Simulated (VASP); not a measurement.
# TiSi2 (Cmcm) in VASP: further runs

TiSi2 is run at these levels: PBEsol; tasks: single point.

Program: VASP 6.6.1. These are calculated values, not measurements. Logs are shortened: lines on timing, memory, paths and dates and some standing lists are left out, and cuts for length are marked.

### 1 The cell of the first run

Symmetry: Cmcm, No. 63, orthorhombic system. The conventional cell has a = 3.306 Å, b = 12.547 Å, c = 3.342 Å, α = 90.00°, β = 90.00°, γ = 90.00°. Within 3.4 Å of Ti (site symmetry m2m) lie 10 Si at 2.40 to 2.64 Å and 6 Ti at 3.03 to 3.34 Å. Si (site symmetry m2m) has 6 Si at 2.31 to 2.88 Å and 6 Ti at 2.40 to 2.64 Å within 3.1 Å. Si (site symmetry m2m) has 8 Si at 2.35 to 2.88 Å and 4 Ti at 2.50 to 2.51 Å within 3.1 Å.

### 2 Single point, PBEsol (equal strain along all axes, cell held: -6.0 %, then relaxed in part)

File INCAR:

```
SYSTEM = TiSi2
PREC = Accurate
ENCUT = 520
EDIFF = 1E-6
ISMEAR = 0
SIGMA = 0.1
LREAL = .FALSE.
LASPH = .TRUE.
NELM = 80
ALGO = Normal
ISIF = 2
LWAVE = .FALSE.
LCHARG = .TRUE.
GGA = PS
LELF = .TRUE.
LVHAR = .TRUE.
NBANDS = 52
```

File KPOINTS:

```
regular mesh
0
G
  10 4 10
  0 0 0
```

File POSCAR:

```
TiSi2
1.0
    3.3060266062      0.0000000000      0.0000000000
    0.0000000000     12.5473531192      0.0000000000
    0.0000000000      0.0000000000      3.3422782667
Ti Si
4 8
Direct
    0.5000000000      0.6005672098      0.7500000000
    0.0000000000      0.8994327902      0.2500000000
    0.0000000000      0.1005672098      0.7500000000
    0.5000000000      0.3994327902      0.2500000000
    0.5000000000      0.9365397349      0.7500000000
    0.0000000000      0.5634602651      0.2500000000
    0.0000000000      0.7505554061      0.7500000000
    0.5000000000      0.7494445939      0.2500000000
    0.0000000000      0.4365397349      0.7500000000
    0.5000000000      0.0634602651      0.2500000000
    0.5000000000      0.2505554061      0.7500000000
    0.0000000000      0.2494445939      0.2500000000
```

Potentials or basis: VASP PAW PBE potentials, release 64 (Ti_sv, Si).

Launch:

```sh
cat potpaw_PBE.64/Ti_sv/POTCAR potpaw_PBE.64/Si/POTCAR > POTCAR
mpirun -np 1 vasp_std > vasp.out
```

OUTCAR:

```text
SYSTEM = TiSi2
   PREC = Accurate
   ENCUT = 520
   EDIFF = 1E-6
   ISMEAR = 0
   LREAL = .FALSE.
   LASPH = .TRUE.
   NELM = 80
   ISIF = 2
   GGA = PS

 ion  position               nearest neighbor table
   1  0.500  0.601  0.750-   6 2.40   6 2.40   6 2.40   6 2.40   7 2.50   7 2.50   8 2.51   8 2.51
                             9 2.64   9 2.64
   2  0.000  0.899  0.250-   5 2.40   5 2.40   5 2.40   5 2.40   8 2.50   8 2.50   7 2.51   7 2.51
                            10 2.64  10 2.64
   3  0.000  0.101  0.750-  10 2.40  10 2.40  10 2.40  10 2.40  11 2.50  11 2.50  12 2.51  12 2.51
                             5 2.64   5 2.64
   4  0.500  0.399  0.250-   9 2.40   9 2.40   9 2.40   9 2.40  12 2.50  12 2.50  11 2.51  11 2.51
                             6 2.64   6 2.64
   5  0.500  0.937  0.750-  10 2.31  10 2.31   2 2.40   2 2.40   2 2.40   2 2.40   3 2.64   3 2.64
                             7 2.86   7 2.86   8 2.88   8 2.88
   6  0.000  0.563  0.250-   9 2.31   9 2.31   1 2.40   1 2.40   1 2.40   1 2.40   4 2.64   4 2.64
                             8 2.86   8 2.86   7 2.88   7 2.88
   7  0.000  0.751  0.750-   8 2.35   8 2.35   8 2.35   8 2.35   1 2.50   1 2.50   2 2.51   2 2.51
                             5 2.86   5 2.86   6 2.88   6 2.88
   8  0.500  0.749  0.250-   7 2.35   7 2.35   7 2.35   7 2.35   2 2.50   2 2.50   1 2.51   1 2.51
                             6 2.86   6 2.86   5 2.88   5 2.88
   9  0.000  0.437  0.750-   6 2.31   6 2.31   4 2.40   4 2.40   4 2.40   4 2.40   1 2.64   1 2.64
                            11 2.86  11 2.86  12 2.88  12 2.88
  10  0.500  0.063  0.250-   5 2.31   5 2.31   3 2.40   3 2.40   3 2.40   3 2.40   2 2.64   2 2.64
                            12 2.86  12 2.86  11 2.88  11 2.88
  11  0.500  0.251  0.750-  12 2.35  12 2.35  12 2.35  12 2.35   3 2.50   3 2.50   4 2.51   4 2.51
                             9 2.86   9 2.86  10 2.88  10 2.88
  12  0.000  0.249  0.250-  11 2.35  11 2.35  11 2.35  11 2.35   4 2.50   4 2.50   3 2.51   3 2.51
                            10 2.86  10 2.86   9 2.88   9 2.88

  LATTYP: Found a simple orthorhombic cell.
 ALAT       =     3.3060266062
 B/A-ratio  =     1.0109653263
 C/A-ratio  =     3.7952970783

  Lattice vectors:

 A1 = (  -3.3060266062,   0.0000000000,   0.0000000000)
 A2 = (   0.0000000000,   0.0000000000,   3.3422782667)
 A3 = (   0.0000000000,  12.5473531192,   0.0000000000)

Analysis of symmetry for initial positions (statically):
=====================================================================
 Subroutine PRICEL returns following result:

  LATTYP: Found a base centered orthorhombic cell.
 ALAT       =     3.3060266062
 B/A-ratio  =     3.7952970783
 C/A-ratio  =     1.0109653263

  Lattice vectors:

 A1 = (  -1.6530133031,   6.2736765596,   0.0000000000)
 A2 = (  -1.6530133031,  -6.2736765596,   0.0000000000)
 A3 = (   0.0000000000,   0.0000000000,   3.3422782667)

   2 primitive cells build up your supercell.

 Routine SETGRP: Setting up the symmetry group for a
 simple orthorhombic supercell.

 Subroutine GETGRP returns: Found  8 space group operations
 (whereof  4 operations were pure point group operations)
 out of a pool of  8 trial point group operations.

The static configuration has the point symmetry C_2h.
 The point group associated with its full space group is D_2h.

Analysis of symmetry for dynamics (positions and initial velocities):
=====================================================================
 Subroutine PRICEL returns following result:

  LATTYP: Found a base centered orthorhombic cell.
 ALAT       =     3.3060266062
 B/A-ratio  =     3.7952970783
 C/A-ratio  =     1.0109653263

  Lattice vectors:

 A1 = (  -1.6530133031,   6.2736765596,   0.0000000000)
 A2 = (  -1.6530133031,  -6.2736765596,   0.0000000000)
 A3 = (   0.0000000000,   0.0000000000,   3.3422782667)

   2 primitive cells build up your supercell.

 Routine SETGRP: Setting up the symmetry group for a
 simple orthorhombic supercell.

 Subroutine GETGRP returns: Found  8 space group operations
 (whereof  4 operations were pure point group operations)
 out of a pool of  8 trial point group operations.

The dynamic configuration has the point symmetry C_2h.
 The point group associated with its full space group is D_2h.

 Subroutine INISYM returns: Found  8 space group operations
[... 33 lines left out ...]

----------------------------------------------------------------------------------------

 KPOINTS: regular mesh

Automatic generation of k-mesh.
 Grid dimensions read from file:
 generate k-points for:   10    4   10

 Generating k-lattice:

  Cartesian coordinates                     Fractional coordinates (reciprocal lattice)
     0.030247790  0.000000000  0.000000000     0.100000000  0.000000000  0.000000000
     0.000000000  0.019924521  0.000000000     0.000000000  0.250000000  0.000000000
     0.000000000  0.000000000  0.029919711     0.000000000  0.000000000  0.100000000

  Length of vectors
     0.030247790  0.019924521  0.029919711

  Shift w.r.t. Gamma in fractional coordinates (k-lattice)
     0.000000000  0.000000000  0.000000000

 Subroutine IBZKPT returns following result:
 ===========================================

 Found    108 irreducible k-points:

 Following reciprocal coordinates:
            Coordinates               Weight
  0.000000  0.000000  0.000000      1.000000
  0.100000  0.000000  0.000000      2.000000
  0.200000  0.000000  0.000000      2.000000
  0.300000  0.000000  0.000000      2.000000
  0.400000  0.000000  0.000000      2.000000
  0.500000  0.000000  0.000000      1.000000
[... 16 lines left out ...]
  0.400000  0.000000  0.100000      4.000000
  0.500000  0.000000  0.100000      2.000000
 [... further k-points ...]
   k-points           NKPTS =    108   k-points in BZ     NKDIM =    108   number of bands    NBANDS=     52
   number of dos      NEDOS =    301   number of ions     NIONS =     12
   total plane-waves  NPLWV =  75264
   dimension x,y,z NGX =    28 NGY =   96 NGZ =   28
   dimension x,y,z NGXF=    56 NGYF=  192 NGZF=   56
   ions per type =               4   8
   NGX,Y,Z   is equivalent  to a cutoff of  14.08, 12.72, 13.93 a.u.
   NGXF,Y,Z  is equivalent  to a cutoff of  28.16, 25.44, 27.85 a.u.
 SYSTEM =  TiSi2
   PREC   = accura    normal or accurate (medium, high low for compatibility)
   ISTART =      0    job   : 0-new  1-cont  2-samecut
   ICHARG =      2    charge: 1-file 2-atom 10-const
   ISPIN  =      1    spin polarized calculation?
   LNONCOLLINEAR =      F non collinear calculations
   LSORBIT =      F    spin-orbit coupling
   LASPH  =      T    aspherical Exc in radial PAW
   ENCUT  =  520.0 eV  38.22 Ry    6.18 a.u.   6.15 23.33  6.21*2*pi/ulx,y,z
   NELM   =     80;   NELMIN=  2; NELMDL= -5     # of ELM steps
   EDIFF  = 0.1E-05   stopping-criterion for ELM
   LREAL  =      F    real-space projection
[... 7 lines left out ...]
   TEBEG  =    0.0;   TEEND  =   0.0 temperature during run
   PSTRESS=    0.0 pullay stress
   NELECT =      80.0000    total number of electrons
   NUPDOWN=      -1.0000    fix difference up-down
   EMIN   =  10.00;   EMAX   =-10.00  energy-range for DOS
   EFERMI =   0.00;   METHOD = LEGACY
   ISMEAR =     0;   SIGMA  =   0.10  broadening in eV -4-tet -1-fermi 0-gaus
   EFERMI_NEDOS =   21; number of points for ismear=-14 and -15
   IALGO  =     38    algorithm
   IMIX   =      4    mixing-type and parameters
     AMIX     =   0.40;   BMIX     =  1.00
     AMIX_MAG =   1.60;   BMIX_MAG =  1.00
  volume/ion in A,a.u.               =      11.55        77.97
  Fermi-wavevector in a.u.,A,eV,Ry     =   1.362922  2.575550 25.273605  1.857558
  Thomas-Fermi vector in A             =   2.489370
   LORBIT       =      0    0 simple, 1 ext, 2 COOP (PROOUT), +10 PAW based schemes
   GGA     = PS    functional components
   LHFCALC =     F    Hartree Fock is set to
   AEXX    =    0.0000 exact exchange contribution
   IVDW    =     0    specifies the selected vdW correction
   LEPSILON=     F    determine dielectric tensor
   LRPA    =     F    only Hartree local field effects (RPA)
 non-spin polarized calculation
 Gauss-broadening in eV      SIGMA  =   0.10
  energy-cutoff  :      520.00
  volume of cell :      138.64
 maximum number of plane-waves:      3768
 NGX is ok and might be reduce to    28
   NGX = 13   NGY = 47   NGZ = 13

 number of electron      80.0000001 magnetization

 Free energy of the ion-electron system (eV)
  ---------------------------------------------------
  ext. energy  EPLUGINS =         0.00000000
  ---------------------------------------------------
  free energy    TOTEN  =       -84.38784152 eV

  energy without entropy =      -84.37383119  energy(sigma->0) =      -84.38083636

 E-fermi :  13.2587     XC(G=0): -12.6776

 val. band max:       13.2554411053   @ k =   0.1000   0.5000   0.2000
 cond. band min:      13.2621960528   @ k =   0.1000   0.0000   0.1000
 fundamental gap:      0.0067549475
 Fermi energy:        13.2587320923

 k-point     1 :       0.0000    0.0000    0.0000
  band No.  band energies     occupation
      1     -42.7483      2.00000
      2     -42.7477      2.00000
      3     -42.7172      2.00000
      4     -42.7166      2.00000
      5     -19.3550      2.00000
      6     -19.3370      2.00000
[... 1309 lines left out ...]
     51      15.7602      0.00000
     52      15.7602      0.00000

 [... further k-points ...]

------------------------ aborting loop because EDIFF is reached ----------------------------------------

  FORCE on cell =-STRESS in cart. coord.  units (eV):
  Direction    XX          YY          ZZ          XY          YZ          ZX
  --------------------------------------------------------------------------------------
  -------------------------------------------------------------------------------------
  Total       37.1990065     26.9858940     38.6620607      0.0000000      0.0000000      0.0000000
  in kB      429.8736779    311.8504123    446.7808095      0.0000000      0.0000000      0.0000000
  external PRESSURE =     396.1682999 kB  Pullay stress =       0.0000000 kB

 VOLUME and BASIS-vectors are now :
 -----------------------------------------------------------------------------
  energy-cutoff  :      520.00
  volume of cell :      138.64
      direct lattice vectors                 reciprocal lattice vectors
     3.306026606  0.000000000  0.000000000     0.302477904  0.000000000  0.000000000
     0.000000000 12.547353119  0.000000000     0.000000000  0.079698084  0.000000000
     0.000000000  0.000000000  3.342278267     0.000000000  0.000000000  0.299197111

 POSITION                                       TOTAL-FORCE (eV/Angst)
 -----------------------------------------------------------------------------------
      1.65301      7.53553      2.50671        -0.000000      0.000037     -0.000000
      0.00000     11.28550      0.83557         0.000000     -0.000037      0.000000
      0.00000      1.26185      2.50671        -0.000000      0.000037     -0.000000
      1.65301      5.01182      0.83557         0.000000     -0.000037      0.000000
      1.65301     11.75109      2.50671        -0.000000     -0.002942      0.000000
      0.00000      7.06993      0.83557        -0.000000      0.002942      0.000000
      0.00000      9.41748      2.50671        -0.000000      0.000100      0.000000
      1.65301      9.40355      0.83557        -0.000000     -0.000100     -0.000000
      0.00000      5.47742      2.50671        -0.000000     -0.002942      0.000000
      1.65301      0.79626      0.83557        -0.000000      0.002942     -0.000000
      1.65301      3.14381      2.50671        -0.000000      0.000100      0.000000
      0.00000      3.12987      0.83557        -0.000000     -0.000100      0.000000
 -----------------------------------------------------------------------------------
    total drift:                                0.000000      0.000000      0.000000

  FREE ENERGIE OF THE ION-ELECTRON SYSTEM (eV)
  ---------------------------------------------------
  free  energy   TOTEN  =       -84.3878415247 eV

  energy  without entropy=      -84.3738311910  energy(sigma->0) =      -84.38083636
```

Wall time 7.8 min (1 thread of Intel Xeon 6975P-C (Granite Rapids), shared host); peak memory 0.65 GiB.

What came out:

| Item | Value |
| --- | --- |
| Free energy | -84.3878 eV |
| Pressure | 39.6 GPa |
| Band gap on the k mesh | zero (bands 40 and 41 overlap by 1.04 eV) |

Forces in eV/Å, atoms in the order of the input:
```
Ti   0.000  0.000  0.000
Ti   0.000  0.000  0.000
Ti   0.000  0.000  0.000
Ti   0.000  0.000  0.000
Si   0.000 -0.003  0.000
Si   0.000  0.003  0.000
Si   0.000  0.000  0.000
Si   0.000  0.000  0.000
Si   0.000 -0.003  0.000
Si   0.000  0.003  0.000
Si   0.000  0.000  0.000
Si   0.000  0.000  0.000
```

Caveat: the cell differs from its parent crystal (equal strain along all axes, cell held: -6.0 %, then relaxed in part); the cell stands under pressure; the PAW data sets were made with another functional, which shifts forces and pressure a little.

(Part 1 of 2 ends here.)
